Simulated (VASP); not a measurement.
# CoO (R-3m) in VASP: relaxation of shape and atoms at fixed volume with PBE+U

Aim: the relaxation of shape and atoms at fixed volume of CoO with PBE+U.

Everything below comes from runs of VASP 6.6.1. Logs are shortened: lines on timing, memory, paths and dates and some standing lists are left out, and cuts for length are marked.

**1. The cell of the first run**

It takes space group R-3m (No. 166, trigonal). The conventional cell has a = 3.076 Å, b = 3.076 Å, c = 7.457 Å, α = 90.00°, β = 90.00°, γ = 120.00°. Co (site symmetry -3m) has 6 O at 2.17 Å within 2.9 Å. O (site symmetry -3m) has 6 Co at 2.17 Å within 2.9 Å.

**2. Relaxation of shape and atoms at fixed volume, PBE+U, collinear spin, antiferromagnetic start (10.19 Å³/atom)**

INCAR reads:

```
PREC = Accurate
ENCUT = 600
EDIFF = 1E-6
ISMEAR = 0
SIGMA = 0.05
LREAL = False
LASPH = True
NELM = 150
ALGO = Normal
ISIF = 4
LWAVE = False
LCHARG = False
ISPIN = 2
MAGMOM = 2.81 -2.81 0 0
LORBIT = 11
LMAXMIX = 4
LDAU = True
LDAUTYPE = 2
LDAUL = 2 -1
LDAUU = 3.3 0
LDAUJ = 0 0
LDAUPRINT = 1
GGA = PE
IBRION = 2
NSW = 60
EDIFFG = -0.01
```

KPOINTS reads:

```
regular mesh
0
Gamma
  10 10 10
```

POSCAR reads:

```
CoO
1.0
   -2.1452009062     -2.1452009062      4.3205016405
   -4.3205016405     -2.1452009062      2.1452009062
   -2.1452009062     -4.3205016405      2.1452009062
Co O
2 2
Direct
    0.0000000000      0.0000000000      0.0000000000
    0.5000000000      0.5000000000      0.5000000000
    1.2499999983     -0.7500000017     -0.7500000017
    1.7500000017     -0.2499999983     -0.2499999983
```

Potentials or basis: VASP PAW PBE potentials, release 64 (Co, O).

Command:

```bash
> cat potpaw_PBE.64/Co/POTCAR potpaw_PBE.64/O/POTCAR > POTCAR
> mpirun -np 1 vasp_std > vasp.out
```

OUTCAR:

```text
PREC = Accurate
   ENCUT = 600
   EDIFF = 1E-6
   ISMEAR = 0
   LREAL = False
   LASPH = True
   NELM = 150
   ISIF = 4
   ISPIN = 2
   LORBIT = 11
   GGA = PE
   IBRION = 2
   NSW = 60
   EDIFFG = -0.01

 ion  position               nearest neighbor table
   1  0.000  0.000  0.000-   4 2.17   4 2.17   4 2.17   3 2.17   3 2.17   3 2.17   2 3.06   2 3.06
                             2 3.06   2 3.06   2 3.06   2 3.06
   2  0.500  0.500  0.500-   3 2.17   4 2.17   3 2.17   3 2.17   4 2.17   4 2.17   1 3.06   1 3.06
                             1 3.06   1 3.06   1 3.06   1 3.06
   3  0.250  0.250  0.250-   2 2.17   2 2.17   2 2.17   1 2.17   1 2.17   1 2.17
   4  0.750  0.750  0.750-   2 2.17   2 2.17   2 2.17   1 2.17   1 2.17   1 2.17

  LATTYP: Found a trigonal (rhomboedric) cell.
 ALAT       =     5.2792526253
 COS(alpha) =     0.8302171874

  Lattice vectors:

 A1 = (  -2.1452009062,  -2.1452009062,   4.3205016405)
 A2 = (  -4.3205016405,  -2.1452009062,   2.1452009062)
 A3 = (  -2.1452009062,  -4.3205016405,   2.1452009062)

Analysis of symmetry for initial positions (statically):
=====================================================================
 Subroutine PRICEL returns following result:

  LATTYP: Found a trigonal (rhomboedric) cell.
 ALAT       =     3.0550930776
 COS(alpha) =     0.4930212917
[... 12 lines left out ...]
 Subroutine GETGRP returns: Found 12 space group operations
 (whereof 12 operations were pure point group operations)
 out of a pool of 12 trial point group operations.

The static configuration has the point symmetry D_3d.

Analysis of symmetry for dynamics (positions and initial velocities):
=====================================================================
 Subroutine PRICEL returns following result:

  LATTYP: Found a trigonal (rhomboedric) cell.
 ALAT       =     3.0550930776
 COS(alpha) =     0.4930212917
[... 12 lines left out ...]
 Subroutine GETGRP returns: Found 12 space group operations
 (whereof 12 operations were pure point group operations)
 out of a pool of 12 trial point group operations.

The dynamic configuration has the point symmetry D_3d.

Analysis of structural, dynamic, and magnetic symmetry:
=====================================================================
 Subroutine PRICEL returns following result:

  LATTYP: Found a trigonal (rhomboedric) cell.
 ALAT       =     3.0550930776
 COS(alpha) =     0.4930212917
[... 12 lines left out ...]
 Subroutine GETGRP returns: Found 12 space group operations
 (whereof 12 operations were pure point group operations)
 out of a pool of 12 trial point group operations.

The overall configuration has the point symmetry D_3d.

 Subroutine INISYM returns: Found 12 space group operations
 (whereof 12 operations are pure point group operations),
 and found     2 'primitive' translations

----------------------------------------------------------------------------------------

                                     Primitive cell

  volume of cell :      20.3731

  direct lattice vectors                    reciprocal lattice vectors
    -2.160250820  0.015049914  2.160250820    -0.230656739  0.229049813  0.230656739
    -2.160250820 -2.160250820 -0.015049914    -0.230656739 -0.230656739 -0.229049813
     0.015049914 -2.160250820  2.160250820     0.229049813 -0.230656739  0.230656739

  length of vectors
     3.055093078  3.055093078  3.055093078     0.398583591  0.398583591  0.398583591

  position of ions in fractional coordinates (direct lattice)
     0.000000000  0.000000000  0.000000000
     0.499999997  0.499999997  0.499999997

  ion indices of the primitive-cell ions
   primitive index   ion index
                 1           1
                 2           3

----------------------------------------------------------------------------------------

 KPOINTS: regular mesh

Automatic generation of k-mesh.
 Grid dimensions read from file:
 generate k-points for:   10   10   10

 Generating k-lattice:

[... 77 lines left out ...]
   EFERMI_NEDOS =   21; number of points for ismear=-14 and -15
   IALGO  =     38    algorithm
   IMIX   =      4    mixing-type and parameters
     AMIX     =   0.40;   BMIX     =  1.00
     AMIX_MAG =   1.60;   BMIX_MAG =  1.00
  volume/ion in A,a.u.               =      10.19        68.74
  Fermi-wavevector in a.u.,A,eV,Ry     =   1.478267  2.793519 29.732438  2.185273
  Thomas-Fermi vector in A             =   2.592569
   LORBIT       =     11    0 simple, 1 ext, 2 COOP (PROOUT), +10 PAW based schemes
 LDA+U is selected, type is set to LDAUTYPE =  2
   angular momentum for each species LDAUL =     2   -1
   U (eV)           for each species LDAUU =   3.3  0.0
   J (eV)           for each species LDAUJ =   0.0  0.0
   GGA     = PE    functional components
   LHFCALC =     F    Hartree Fock is set to
   AEXX    =    0.0000 exact exchange contribution
   IVDW    =     0    specifies the selected vdW correction
   LEPSILON=     F    determine dielectric tensor
   LRPA    =     F    only Hartree local field effects (RPA)
 conjugate gradient relaxation of ions
 spin polarized calculation
 Gauss-broadening in eV      SIGMA  =   0.05
  energy-cutoff  :      600.00
  volume of cell :       40.75
 maximum number of plane-waves:      1375
   NGX = 21   NGY = 21   NGZ = 21

--------------------------------------- Ionic step        1  -------------------------------------------

 number of electron      30.0000000 magnetization       0.0000000

 number of electron      29.9999999 magnetization      -0.0000000

 Free energy of the ion-electron system (eV)
  ---------------------------------------------------
  ext. energy  EPLUGINS =         0.00000000
  ---------------------------------------------------
  free energy    TOTEN  =       -22.80225376 eV

  energy without entropy =      -22.79006400  energy(sigma->0) =      -22.79615888

------------------------ aborting loop because EDIFF is reached ----------------------------------------

  FORCE on cell =-STRESS in cart. coord.  units (eV):
  Direction    XX          YY          ZZ          XY          YZ          ZX
  --------------------------------------------------------------------------------------
  -------------------------------------------------------------------------------------
  Total       -2.4841142     -2.4841142     -2.4841142      0.6788322     -0.6788322     -0.6788322
  in kB      -97.6775592    -97.6775592    -97.6775592     26.6922789    -26.6922789    -26.6922789
  external PRESSURE =     -97.6775592 kB  Pullay stress =       0.0000000 kB
[... 95 lines left out ...]
  FREE ENERGIE OF THE ION-ELECTRON SYSTEM (eV)
  ---------------------------------------------------
  free  energy   TOTEN  =       -22.8508992186 eV

  energy  without entropy=      -22.8426346016  energy(sigma->0) =      -22.84676691

atom =   1  type =  1  l = 2

 onsite density matrix

spin component  1

  0.9669  0.0002 -0.0014  0.0002  0.0000
  0.0002  0.9669 -0.0007 -0.0002  0.0012
 -0.0014 -0.0007  0.9971 -0.0007 -0.0000
  0.0002 -0.0002 -0.0007  0.9669 -0.0012
  0.0000  0.0012 -0.0000 -0.0012  0.9971

spin component  2

  0.6428 -0.1536  0.0429 -0.1536 -0.0000
 -0.1536  0.6428  0.0214  0.1536 -0.0371
  0.0429  0.0214  0.1516  0.0214 -0.0000
 -0.1536  0.1536  0.0214  0.6428  0.0371
 -0.0000 -0.0371 -0.0000  0.0371  0.1516

 occupancies and eigenvectors

  o =  0.1436  v =  0.0000  0.0000  0.0000  0.0000  0.0000  0.0001  0.1063 -0.0010 -0.1062  0.9887      0.0000  0.0000  0.0000  0.0000  0.0000  0.0000  0.0000  0.0000  0.0000  0.0000
  o =  0.1436  v =  0.0000  0.0000  0.0000  0.0000  0.0000  0.1226  0.0612 -0.9887  0.0614 -0.0010      0.0000  0.0000  0.0000  0.0000  0.0000  0.0000  0.0000  0.0000  0.0000  0.0000
  o =  0.4971  v =  0.0000  0.0000  0.0000  0.0000  0.0000  0.6451 -0.0977  0.1200  0.7428  0.0903      0.0000  0.0000  0.0000  0.0000  0.0000  0.0000  0.0000  0.0000  0.0000  0.0000
  o =  0.4971  v =  0.0000  0.0000  0.0000  0.0000  0.0000  0.4853  0.8013  0.0903 -0.3160 -0.1200      0.0000  0.0000  0.0000  0.0000  0.0000  0.0000  0.0000  0.0000  0.0000  0.0000
  o =  0.9499  v =  0.0000  0.0000  0.0000  0.0000  0.0000  0.5774 -0.5774 -0.0000 -0.5774  0.0000      0.0000  0.0000  0.0000  0.0000  0.0000  0.0000  0.0000  0.0000  0.0000  0.0000
  o =  0.9664  v = -0.5774  0.5774  0.0000  0.5774 -0.0000  0.0000  0.0000  0.0000  0.0000  0.0000      0.0000  0.0000  0.0000  0.0000  0.0000  0.0000  0.0000  0.0000  0.0000  0.0000
  o =  0.9670  v = -0.6571 -0.7463 -0.0468  0.0891  0.0344  0.0000  0.0000  0.0000  0.0000  0.0000      0.0000  0.0000  0.0000  0.0000  0.0000  0.0000  0.0000  0.0000  0.0000  0.0000
  o =  0.9670  v =  0.4823 -0.3279  0.0344  0.8102  0.0468  0.0000  0.0000  0.0000  0.0000  0.0000      0.0000  0.0000  0.0000  0.0000  0.0000  0.0000  0.0000  0.0000  0.0000  0.0000
  o =  0.9972  v =  0.0474  0.0237 -0.9983  0.0237 -0.0000  0.0000  0.0000  0.0000  0.0000  0.0000      0.0000  0.0000  0.0000  0.0000  0.0000  0.0000  0.0000  0.0000  0.0000  0.0000
  o =  0.9972  v =  0.0000  0.0411  0.0000 -0.0411  0.9983  0.0000  0.0000  0.0000  0.0000  0.0000      0.0000  0.0000  0.0000  0.0000  0.0000  0.0000  0.0000  0.0000  0.0000  0.0000

atom =   2  type =  1  l = 2

 onsite density matrix

spin component  1

  0.6428 -0.1536  0.0429 -0.1536 -0.0000
 -0.1536  0.6428  0.0214  0.1536 -0.0371
  0.0429  0.0214  0.1516  0.0214 -0.0000
 -0.1536  0.1536  0.0214  0.6428  0.0371
 -0.0000 -0.0371 -0.0000  0.0371  0.1516

spin component  2

  0.9669  0.0002 -0.0014  0.0002  0.0000
  0.0002  0.9669 -0.0007 -0.0002  0.0012
 -0.0014 -0.0007  0.9971 -0.0007 -0.0000
  0.0002 -0.0002 -0.0007  0.9669 -0.0012
  0.0000  0.0012 -0.0000 -0.0012  0.9971

 occupancies and eigenvectors

  o =  0.1436  v =  0.0287 -0.0889 -0.2313  0.1176 -0.9612  0.0000  0.0000  0.0000  0.0000  0.0000      0.0000  0.0000  0.0000  0.0000  0.0000  0.0000  0.0000  0.0000  0.0000  0.0000
  o =  0.1436  v = -0.1192 -0.0845  0.9612 -0.0348 -0.2313  0.0000  0.0000  0.0000  0.0000  0.0000      0.0000  0.0000  0.0000  0.0000  0.0000  0.0000  0.0000  0.0000  0.0000  0.0000
  o =  0.4971  v =  0.5970 -0.1721  0.1111  0.7691  0.1011  0.0000  0.0000  0.0000  0.0000  0.0000      0.0000  0.0000  0.0000  0.0000  0.0000  0.0000  0.0000  0.0000  0.0000  0.0000
  o =  0.4971  v =  0.5434  0.7887  0.1011 -0.2453 -0.1111  0.0000  0.0000  0.0000  0.0000  0.0000      0.0000  0.0000  0.0000  0.0000  0.0000  0.0000  0.0000  0.0000  0.0000  0.0000
  o =  0.9499  v =  0.5774 -0.5774 -0.0000 -0.5774  0.0000  0.0000  0.0000  0.0000  0.0000  0.0000      0.0000  0.0000  0.0000  0.0000  0.0000  0.0000  0.0000  0.0000  0.0000  0.0000
  o =  0.9664  v =  0.0000  0.0000  0.0000  0.0000  0.0000 -0.5774  0.5774  0.0000  0.5774 -0.0000      0.0000  0.0000  0.0000  0.0000  0.0000  0.0000  0.0000  0.0000  0.0000  0.0000
  o =  0.9670  v =  0.0000  0.0000  0.0000  0.0000  0.0000  0.5229  0.8030  0.0373 -0.2801 -0.0446      0.0000  0.0000  0.0000  0.0000  0.0000  0.0000  0.0000  0.0000  0.0000  0.0000
  o =  0.9670  v =  0.0000  0.0000  0.0000  0.0000  0.0000  0.6253 -0.1401  0.0446  0.7655  0.0373      0.0000  0.0000  0.0000  0.0000  0.0000  0.0000  0.0000  0.0000  0.0000  0.0000
  o =  0.9972  v =  0.0000  0.0000  0.0000  0.0000  0.0000  0.0474  0.0237 -0.9983  0.0237 -0.0000      0.0000  0.0000  0.0000  0.0000  0.0000  0.0000  0.0000  0.0000  0.0000  0.0000
  o =  0.9972  v =  0.0000  0.0000  0.0000  0.0000  0.0000  0.0000  0.0411 -0.0000 -0.0411  0.9983      0.0000  0.0000  0.0000  0.0000  0.0000  0.0000  0.0000  0.0000  0.0000  0.0000

--------------------------------------- Ionic step        4  -------------------------------------------

 number of electron      29.9999990 magnetization       0.0000000

 Free energy of the ion-electron system (eV)
  ---------------------------------------------------
  ext. energy  EPLUGINS =         0.00000000
  ---------------------------------------------------
  free energy    TOTEN  =       -22.85116563 eV

  energy without entropy =      -22.84273362  energy(sigma->0) =      -22.84694963

 E-fermi :   6.8883     XC(G=0): -12.0889

 val. band max:        6.8882972132   @ k =  -0.2000   0.3000   0.1000
 cond. band min:       6.8883409679   @ k =  -0.2000   0.5000   0.2000
 fundamental gap:      0.0000437547
 Fermi energy:         6.8883148536

 spin component 1

 k-point     1 :       0.0000    0.0000    0.0000
  band No.  band energies     occupation
      1     -12.1647      1.00000
      2     -11.1412      1.00000
      3      -0.5005      1.00000
      4       1.1879      1.00000
      5       1.1879      1.00000
      6       2.6277      1.00000
[... 1082 lines left out ...]
  FREE ENERGIE OF THE ION-ELECTRON SYSTEM (eV)
  ---------------------------------------------------
  free  energy   TOTEN  =       -22.8511656311 eV

  energy  without entropy=      -22.8427336194  energy(sigma->0) =      -22.84694963

 reached required accuracy - stopping structural energy minimisation

 total charge

# of ion       s       p       d       tot
------------------------------------------
    1        0.288   0.328   7.104   7.719
    2        0.288   0.328   7.104   7.719
    3        1.552   3.415   0.000   4.968
    4        1.552   3.415   0.000   4.968
--------------------------------------------------
tot          3.680   7.486  14.208  25.375

 magnetization (x)

# of ion       s       p       d       tot
------------------------------------------
    1        0.006  -0.001   2.662   2.667
    2       -0.006   0.001  -2.662  -2.667
    3        0.000   0.000   0.000   0.000
    4        0.000   0.000   0.000   0.000
--------------------------------------------------
tot          0.000   0.000   0.000   0.000
```

Run time: 42 min. Hardware: 1 thread of Oxide Virtual Turin-like, shared host; peak memory 0.4 GiB.

Results:

```
Free energy                                           : -22.8512 eV
Energy gained by relaxing                             : 12.2 meV/atom
Ionic steps                                           : 4
Pressure after relaxing                               : -10.4 GPa
Band gap on the k mesh                                : zero (filled and empty bands overlap)
Net moment                                            : 0.00 μB per cell
Site moments                                          : Co +2.67, -2.67; O +0.00 μB
Valence electrons inside the program's atomic spheres : Co 7.72; O 4.97
```

Step by step:
```csv
step,energy change (eV),largest force (eV/Å),pressure (GPa),volume (Å³)
1,0.0000,0.0000,-9.77,40.75
2,-0.0279,0.0000,-9.90,40.75
3,-0.0486,0.0000,-10.46,40.75
4,-0.0489,0.0000,-10.37,40.75
```

Final structure:
```xyz
4
Lattice="-2.2969 -2.2969 4.4227 -4.4227 -2.2969 2.2969 -2.2969 -4.4227 2.2969" Properties=species:S:1:pos:R:3 pbc="T T T"
Co    0.0000    0.0000    0.0000
Co   -4.5082   -4.5082    4.5082
O    -2.2541   -2.2541    2.2541
O    -6.7623   -6.7623    6.7623
```

Levels at points of the mesh, in eV from the Fermi level:
Spin up:
```tsv
k point	band 13	band 14	band 15	band 16	band 17	band 18
(0.00, 0.00, 0.00)	-2.05	-1.55	-0.08	-0.08	1.33	2.75
(0.50, 0.00, 0.00)	-1.69	-1.43	-0.05	0.23	2.66	2.78
(0.50, 0.50, 0.00)	-1.78	-1.20	-0.11	0.24	3.01	3.12
(0.50, 0.50, 0.50)	-1.04	-1.04	-0.16	-0.16	2.58	2.58
```
Spin down:
| k point | band 11 | band 12 | band 13 | band 14 | band 15 | band 16 | band 17 | band 18 | band 19 |
| --- | --- | --- | --- | --- | --- | --- | --- | --- | --- |
| (0.00, 0.00, 0.00) | -2.11 | -2.05 | -2.05 | -1.55 | -0.08 | -0.08 | 1.33 | 2.75 | 2.75 |
| (0.50, 0.00, 0.00) | -2.81 | -1.94 | -1.69 | -1.43 | -0.05 | 0.23 | 2.66 | 2.78 | 7.20 |
| (0.50, 0.50, 0.00) | -2.98 | -2.25 | -1.78 | -1.20 | -0.11 | 0.24 | 3.01 | 3.12 | 5.25 |
| (0.50, 0.50, 0.50) | -2.83 | -1.60 | -1.04 | -1.04 | -0.16 | -0.16 | 2.58 | 2.58 | 3.93 |

Eigenvalues of the final occupation matrices:
| site | spin | trace | eigenvalues |
| --- | --- | --- | --- |
| site 1 d | 1 | 4.89 | 0.97 0.97 0.97 1.00 1.00 |
| site 1 d | 2 | 2.23 | 0.14 0.14 0.50 0.50 0.95 |
| site 2 d | 1 | 2.23 | 0.14 0.14 0.50 0.50 0.95 |
| site 2 d | 2 | 4.89 | 0.97 0.97 0.97 1.00 1.00 |

The state reached can hang on the start; a lower one may exist.
